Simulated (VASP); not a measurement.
# CoPtO2 in VASP: single point with PBEsol

Aim: the single point of CoPtO2 with PBEsol.

Program: VASP 6.6.1. These are calculated values, not measurements. Logs are shortened: lines on timing, memory, paths and dates and some standing lists are left out, and cuts for length are marked.

## Step 1: The cell of the first run

The cell holds a slab with vacuum, 8 atoms: a = 2.810 Å, b = 2.810 Å, c = 24.812 Å, α = 90.00°, β = 90.00°, γ = 120.00°.

## Step 2: Single point, PBEsol

Contents of INCAR:

```
PREC     = Accurate       # precision mode
ENCUT    = 520            # plane-wave cutoff, eV
EDIFF    = 1E-6           # SCF threshold, eV
ISMEAR   = 0              # smearing method
SIGMA    = 0.1            # smearing width, eV
LREAL    = False          # projectors in reciprocal space
LASPH    = True           # aspherical terms in the spheres
NELM     = 120            # most SCF steps
ALGO     = Normal         # electronic algorithm
ISIF     = 2              # what is computed and relaxed
LWAVE    = False          # write WAVECAR
LCHARG   = False          # write CHGCAR
LDIPOL   = True         
IDIPOL   = 3            
DIPOL    = 0.5 0.5 0.490
GGA      = PS             # functional
NBANDS   = 57             # bands
GGA_COMPAT= False        
NELMDL   = -8
```

Contents of KPOINTS:

```
regular mesh
0
Gamma
  12 12 1
```

Contents of POSCAR:

```
CoPtO2
1.0
    2.8101831228      0.0000000000      0.0000000000
   -1.4050915614      2.4336899736      0.0000000000
    0.0000000000      0.0000000000     24.8115356445
O Co Pt
4 2 2
Direct
    0.0000000000      0.0000000000      0.3022787508
    0.6666666667      0.3333333333      0.3799221426
    0.6666666667      0.3333333333      0.5400259525
    0.3333333333      0.6666666667      0.6176693443
    0.3333333333      0.6666666667      0.3411004467
    0.0000000000      0.0000000000      0.5788476484
    0.6666666667      0.3333333333      0.4599740475
    0.3333333333      0.6666666667      0.6977212492
```

Potentials or basis: VASP PAW PBE potentials, release 64 (O, Co_sv, Pt_sv_GW).

On the command line:

```console
cat potpaw_PBE.64/O/POTCAR potpaw_PBE.64/Co_sv/POTCAR potpaw_PBE.64/Pt_sv_GW/POTCAR > POTCAR
mpirun -np 1 vasp_std > vasp.out
```

OUTCAR:

```text
PREC = Accurate
   ENCUT = 520
   EDIFF = 1E-6
   ISMEAR = 0
   LREAL = False
   LASPH = True
   NELM = 120
   ISIF = 2
   GGA = PS
   NELMDL = -8

 ion  position               nearest neighbor table
   1  0.000  0.000  0.302-   5 1.89   5 1.89   5 1.89
   2  0.667  0.333  0.380-   5 1.89   5 1.89   5 1.89   7 1.99
   3  0.667  0.333  0.540-   6 1.89   6 1.89   6 1.89   7 1.99
   4  0.333  0.667  0.618-   6 1.89   6 1.89   6 1.89   8 1.99
   5  0.333  0.667  0.341-   2 1.89   1 1.89   2 1.89   1 1.89   1 1.89   2 1.89
   6  0.000  0.000  0.579-   3 1.89   4 1.89   4 1.89   3 1.89   3 1.89   4 1.89
   7  0.667  0.333  0.460-   2 1.99   3 1.99
   8  0.333  0.667  0.698-   4 1.99

  LATTYP: Found a hexagonal cell.
 ALAT       =     2.8101831228
 C/A-ratio  =     8.8291526069

  Lattice vectors:

 A1 = (   2.8101831228,   0.0000000000,   0.0000000000)
 A2 = (  -1.4050915614,   2.4336899736,   0.0000000000)
 A3 = (   0.0000000000,   0.0000000000,  24.8115356445)

Analysis of symmetry for initial positions (statically):
=====================================================================
 Subroutine PRICEL returns:
 Original cell was already a primitive cell.

 Routine SETGRP: Setting up the symmetry group for a
 hexagonal supercell.

 Subroutine GETGRP returns: Found  6 space group operations
 (whereof  6 operations were pure point group operations)
 out of a pool of 24 trial point group operations.

The static configuration has the point symmetry C_3v.

Analysis of symmetry for dynamics (positions and initial velocities):
=====================================================================
 Subroutine PRICEL returns:
 Original cell was already a primitive cell.

 Routine SETGRP: Setting up the symmetry group for a
 hexagonal supercell.

 Subroutine GETGRP returns: Found  6 space group operations
 (whereof  6 operations were pure point group operations)
 out of a pool of 24 trial point group operations.

The dynamic configuration has the point symmetry C_3v.

 Subroutine INISYM returns: Found  6 space group operations
 (whereof  6 operations are pure point group operations),
 and found     1 'primitive' translations

----------------------------------------------------------------------------------------

                                     Primitive cell

  volume of cell :     169.6889

  direct lattice vectors                    reciprocal lattice vectors
     2.810183123  0.000000000  0.000000000     0.355848696  0.205449340  0.000000000
    -1.405091561  2.433689974  0.000000000     0.000000000  0.410898681  0.000000000
     0.000000000  0.000000000 24.811535645     0.000000000  0.000000000  0.040303833

  length of vectors
     2.810183123  2.810183123 24.811535645     0.410898681  0.410898681  0.040303833

  position of ions in fractional coordinates (direct lattice)
     0.000000000  0.000000000  0.302278751
     0.666666667  0.333333333  0.379922143
     0.666666667  0.333333333  0.540025953
     0.333333333  0.666666667  0.617669344
     0.333333333  0.666666667  0.341100447
     0.000000000  0.000000000  0.578847648
     0.666666667  0.333333333  0.459974047
     0.333333333  0.666666667  0.697721249

  ion indices of the primitive-cell ions
   primitive index   ion index
                 1           1
                 2           2
                 3           3
                 4           4
                 5           5
                 6           6
                 7           7
                 8           8

----------------------------------------------------------------------------------------

 KPOINTS: regular mesh

Automatic generation of k-mesh.
 Grid dimensions read from file:
 generate k-points for:   12   12    1

 Generating k-lattice:

  Cartesian coordinates                     Fractional coordinates (reciprocal lattice)
     0.029654058  0.017120778  0.000000000     0.083333333  0.000000000  0.000000000
     0.000000000  0.034241557  0.000000000     0.000000000  0.083333333  0.000000000
     0.000000000  0.000000000  0.040303833     0.000000000  0.000000000  1.000000000

  Length of vectors
     0.034241557  0.034241557  0.040303833

  Shift w.r.t. Gamma in fractional coordinates (k-lattice)
     0.000000000  0.000000000  0.000000000

 Subroutine IBZKPT returns following result:
 ===========================================

 Found     19 irreducible k-points:

 Following reciprocal coordinates:
            Coordinates               Weight
  0.000000  0.000000  0.000000      1.000000
  0.083333  0.000000  0.000000      6.000000
  0.166667  0.000000  0.000000      6.000000
  0.250000  0.000000  0.000000      6.000000
  0.333333  0.000000  0.000000      6.000000
  0.416667  0.000000  0.000000      6.000000
[... 11 lines left out ...]
  0.333333  0.250000  0.000000     12.000000
  0.333333  0.333333  0.000000      2.000000
   k-points           NKPTS =     19   k-points in BZ     NKDIM =     19   number of bands    NBANDS=     57
   number of dos      NEDOS =    301   number of ions     NIONS =      8
   total plane-waves  NPLWV = 110592
   dimension x,y,z NGX =    24 NGY =   24 NGZ =  192
   dimension x,y,z NGXF=    48 NGYF=   48 NGZF=  384
   ions per type =               4   2   2
   NGX,Y,Z   is equivalent  to a cutoff of  14.20, 14.20, 12.86 a.u.
   NGXF,Y,Z  is equivalent  to a cutoff of  28.40, 28.40, 25.73 a.u.
 SYSTEM =  unknown system
   PREC   = accura    normal or accurate (medium, high low for compatibility)
   ISTART =      0    job   : 0-new  1-cont  2-samecut
   ICHARG =      2    charge: 1-file 2-atom 10-const
   ISPIN  =      1    spin polarized calculation?
   LNONCOLLINEAR =      F non collinear calculations
   LSORBIT =      F    spin-orbit coupling
   LASPH  =      T    aspherical Exc in radial PAW
   ENCUT  =  520.0 eV  38.22 Ry    6.18 a.u.   5.23  5.23 46.13*2*pi/ulx,y,z
   NELM   =    120;   NELMIN=  2; NELMDL= -8     # of ELM steps
   EDIFF  = 0.1E-05   stopping-criterion for ELM
   LREAL  =      F    real-space projection
   EDIFFG = 0.1E-04   stopping-criterion for IOM
   NSW    =      0    number of steps for IOM
   IBRION =     -1    ionic relax: 0-MD 1-quasi-New 2-CG
   NFREE  =      0    steps in history (QN), initial steepest desc. (CG)
   ISIF   =      2    stress and relaxation
   ISYM   =      2    0-nonsym 1-usesym 2-fastsym
   POTIM  = 0.5000    time-step for ionic-motion
   TEBEG  =    0.0;   TEEND  =   0.0 temperature during run
   PSTRESS=    0.0 pullay stress
   NELECT =      94.0000    total number of electrons
   NUPDOWN=      -1.0000    fix difference up-down
   EMIN   =  10.00;   EMAX   =-10.00  energy-range for DOS
   EFERMI =   0.00;   METHOD = LEGACY
   ISMEAR =     0;   SIGMA  =   0.10  broadening in eV -4-tet -1-fermi 0-gaus
   EFERMI_NEDOS =   21; number of points for ismear=-14 and -15
   IALGO  =     38    algorithm
   IMIX   =      4    mixing-type and parameters
     AMIX     =   0.40;   BMIX     =  1.00
     AMIX_MAG =   1.60;   BMIX_MAG =  1.00
  volume/ion in A,a.u.               =      21.21       143.14
  Fermi-wavevector in a.u.,A,eV,Ry     =   1.344517  2.540769 24.595602  1.807726
  Thomas-Fermi vector in A             =   2.472504
   LORBIT       =      0    0 simple, 1 ext, 2 COOP (PROOUT), +10 PAW based schemes
   GGA     = PS    functional components
   LHFCALC =     F    Hartree Fock is set to
   AEXX    =    0.0000 exact exchange contribution
   IVDW    =     0    specifies the selected vdW correction
   LEPSILON=     F    determine dielectric tensor
   LRPA    =     F    only Hartree local field effects (RPA)
 non-spin polarized calculation
 Gauss-broadening in eV      SIGMA  =   0.10
  energy-cutoff  :      520.00
  volume of cell :      169.69
 maximum number of plane-waves:      4612
 NGX is ok and might be reduce to    24
   NGX = 11   NGY = 11   NGZ = 93

 dipolmoment           0.000000      0.000000      1.411379 electrons x Angstroem

 number of electron      94.0000008 magnetization

 dipolmoment           0.000000      0.000000     -0.091193 electrons x Angstroem

 Free energy of the ion-electron system (eV)
  ---------------------------------------------------
  ext. energy  EPLUGINS =         0.00000000
  ---------------------------------------------------
  free energy    TOTEN  =       -55.77465099 eV

  energy without entropy =      -55.72404229  energy(sigma->0) =      -55.74934664

 E-fermi :   0.7400     XC(G=0):  -7.0072

 val. band max:        0.7302010123   @ k =   0.1667   0.0833   0.0000
 cond. band min:       0.7475759394   @ k =   0.4167   0.0000   0.0000
 fundamental gap:      0.0173749271
 Fermi energy:         0.7400157959

 k-point     1 :       0.0000    0.0000    0.0000
  band No.  band energies     occupation
      1     -98.2501      2.00000
      2     -97.7121      2.00000
      3     -94.6563      2.00000
      4     -94.2685      2.00000
      5     -58.0619      2.00000
      6     -58.0619      2.00000
[... 49 lines left out ...]
     56       5.8462      0.00000
     57       6.3396      0.00000

 k-point     2 :       0.0833    0.0000    0.0000
  band No.  band energies     occupation
      1     -98.2490      2.00000
      2     -97.7110      2.00000
      3     -94.6558      2.00000
      4     -94.2679      2.00000
      5     -58.0678      2.00000
      6     -58.0633      2.00000
[... 49 lines left out ...]
     56       6.1834      0.00000
     57       6.6282      0.00000
[... 958 lines left out ...]
     56       8.8537      0.00000
     57      10.5523      0.00000

 k-point    19 :       0.3333    0.3333    0.0000
  band No.  band energies     occupation
      1     -98.2305      2.00000
      2     -97.6924      2.00000
      3     -94.6471      2.00000
      4     -94.2594      2.00000
      5     -58.1211      2.00000
      6     -58.1210      2.00000
[... 49 lines left out ...]
     56       8.4850      0.00000
     57       8.4866      0.00000

------------------------ aborting loop because EDIFF is reached ----------------------------------------

 vacuum level on the upper side and lower side of the slab       (xc-potential included)        -1.385         1.009

  FORCE on cell =-STRESS in cart. coord.  units (eV):
  Direction    XX          YY          ZZ          XY          YZ          ZX
  --------------------------------------------------------------------------------------
  -------------------------------------------------------------------------------------
  Total       -4.1716277     -4.1716277      0.3273486      0.0000000      0.0000000     -0.0000000
  in kB      -39.3878796    -39.3878796      3.0907757      0.0000000      0.0000000     -0.0000000
  external PRESSURE =     -25.2283279 kB  Pullay stress =       0.0000000 kB

 VOLUME and BASIS-vectors are now :
 -----------------------------------------------------------------------------
  energy-cutoff  :      520.00
  volume of cell :      169.69
      direct lattice vectors                 reciprocal lattice vectors
     2.810183123  0.000000000  0.000000000     0.355848696  0.205449340  0.000000000
    -1.405091561  2.433689974  0.000000000     0.000000000  0.410898681  0.000000000
     0.000000000  0.000000000 24.811535645     0.000000000  0.000000000  0.040303833

 POSITION                                       TOTAL-FORCE (eV/Angst)
 -----------------------------------------------------------------------------------
      0.00000      0.00000      7.50000        -0.000000     -0.000000      1.294966
      1.40509      0.81123      9.42645         0.000000     -0.000000      0.292713
      1.40509      0.81123     13.39887        -0.000000     -0.000000     -0.071748
     -0.00000      1.62246     15.32532         0.000000     -0.000000     -0.556395
     -0.00000      1.62246      8.46323        -0.000000      0.000000     -1.614418
      0.00000      0.00000     14.36210         0.000000     -0.000000      0.092784
      1.40509      0.81123     11.41266        -0.000000      0.000000     -0.176755
     -0.00000      1.62246     17.31154         0.000000     -0.000000      0.738853
 -----------------------------------------------------------------------------------
    total drift:                                0.000000      0.000000     -0.002447

  FREE ENERGIE OF THE ION-ELECTRON SYSTEM (eV)
  ---------------------------------------------------
  free  energy   TOTEN  =       -55.7746509950 eV

  energy  without entropy=      -55.7240422894  energy(sigma->0) =      -55.74934664

 vacuum level on the upper side and lower side of the slab         5.852         8.287
```

Run time: 20 min. Hardware: 1 thread of AMD EPYC 9R45 (Zen 5), shared host; peak memory 0.39 GiB.

What came out:

* Free energy: -55.7747 eV
* Largest force: 1.614 eV/Å
* Band gap on the k mesh: zero (bands 47 and 48 overlap by 0.80 eV)

Forces in eV/Å, atoms in the order of the input:
```
O    0.000  0.000  1.295
O    0.000  0.000  0.293
O    0.000  0.000 -0.072
O    0.000  0.000 -0.556
Co   0.000  0.000 -1.614
Co   0.000  0.000  0.093
Pt   0.000  0.000 -0.177
Pt   0.000  0.000  0.739
```

Levels at points of the mesh, in eV from the Fermi level:
```tsv
k point	band 44	band 45	band 46	band 47	band 48	band 49	band 50	band 51
(0.00, 0.00, 0.00)	-1.14	-1.14	-0.70	-0.70	-0.46	-0.03	1.72	1.72
(0.50, 0.00, 0.00)	-0.35	-0.11	-0.07	0.35	0.82	1.56	1.58	2.22
```

Caveat: the PAW data sets were made with another functional, which shifts forces and pressure a little; spin-orbit coupling is left out, which moves the levels of the heavy elements; the run has no spin polarisation, though such a crystal can be magnetic; semilocal functionals often make such compounds metallic where correlation or magnetic order opens a gap, which also shifts bond lengths.
